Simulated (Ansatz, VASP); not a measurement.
Given: the input of a run of Ansatz 0.2.0 on Nb.

Contents of input.yaml:

```yaml
crystal:
  lattice:
    - [-1.6527822138, 1.6527822138, 1.6527822138]
    - [1.6527822138, -1.6527822138, 1.6527822138]
    - [1.6527822138, 1.6527822138, -1.6527822138]
  atoms:
    - { symbol: Nb, position: [0.0, 0.0, 0.0] }
hamiltonian:
  xc: rpbe
  pseudopotentials: { kind: paw }
  dispersion: d4
kpoints:
  mp_grid: { grid: [11, 11, 11] }
scf:
  occupations: { method: fermi_dirac, width: 0.05 }
output:
  forces: true
  stress: true
  eigenvalues: true
```

Potentials or basis: Ansatz PAW.

Command:

```sh
$ ansatz run input.yaml --threads 2 --pin off --max-ram 5120MiB --backend cpu --events-out ev --progress --plain --runs-dir out
```

**Question.** Translate it to VASP 6.6.1. Potentials there: VASP PAW PBE potentials, release 64 (Nb_sv).

**Answer.** As run (the cutoff follows the program's own potentials):

File INCAR:

```
SYSTEM = Nb
PREC = Accurate
ENCUT = 500
EDIFF = 1E-6
ISMEAR = -1
SIGMA = 0.05
LREAL = .False.
LASPH = .True.
NELM = 120
ALGO = Normal
ISIF = 2
LWAVE = .False.
LCHARG = .True.
GGA = RP
IVDW = 13
LELF = .True.
LVHAR = .True.
NBANDS = 12
GGA_COMPAT = .False.
```

File KPOINTS:

```
regular mesh
0
Gamma
  11 11 11
  0 0 0
```

File POSCAR:

```
Nb
1.0
   -1.6527822138      1.6527822138      1.6527822138
    1.6527822138     -1.6527822138      1.6527822138
    1.6527822138      1.6527822138     -1.6527822138
Nb
1
Direct
    0.0000000000      0.0000000000      0.0000000000
```

Potentials or basis: VASP PAW PBE potentials, release 64 (Nb_sv).

Run with:

```console
$ cat potpaw_PBE.64/Nb_sv/POTCAR > POTCAR
$ mpirun -np 1 vasp_std > vasp.out
```

Both were run:

|  | VASP | Ansatz | Ansatz less VASP |
| --- | --- | --- | --- |
| gap on the k mesh at the Fermi level (eV) | none | none | - |
| pressure (GPa) | -1.1 | -0.7 | +0.39 |

VASP's potentials were made for PBE, not for RPBE. A gap of «none» marks a metal or a gap that the smearing closes.
